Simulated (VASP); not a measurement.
## TlCl: single point with PBE

TlCl:

```xyz
2
Lattice="3.8969 0.0000 0.0000 0.0000 3.8969 0.0000 0.0000 0.0000 3.8969" Properties=species:S:1:pos:R:3 pbc="T T T"
Tl    0.0000    0.0000    0.0000
Cl    1.9484    1.9484    1.9484
```

```
Program                : VASP 6.6.1
Task                   : single point
Functional             : PBE
Potentials or basis    : VASP PAW PBE potentials, release 64 (Tl_d, Cl)
Cutoff                 : 500 eV
k mesh                 : 6 × 6 × 6
Occupations            : gaussian, width 0.05 eV
Spin                   : non-collinear spin, zero start, spin-orbit coupling
Starting moments       : [[0.0, 0.0, 0.0], [0.0, 0.0, 0.0]] μB
Dipole correction      : no
Further INCAR settings : ALGO = Normal; EDIFF = 1e-06; NBANDS = 32
```

```json
{
  "Pressure": "-0.1 GPa",
  "Net moment": "0.00 μB per cell",
  "Valence electrons inside the program's atomic spheres": "Tl 11.10; Cl 5.09"
}
```

Moments on the atoms (μB; x, y, z):
```
Tl  0.00 0.00 0.00
Cl  0.00 0.00 0.00
```

Wall time 120 s on 1 thread of Oxide Virtual Turin-like Processor, on a shared host, peak memory 0.23 GiB.
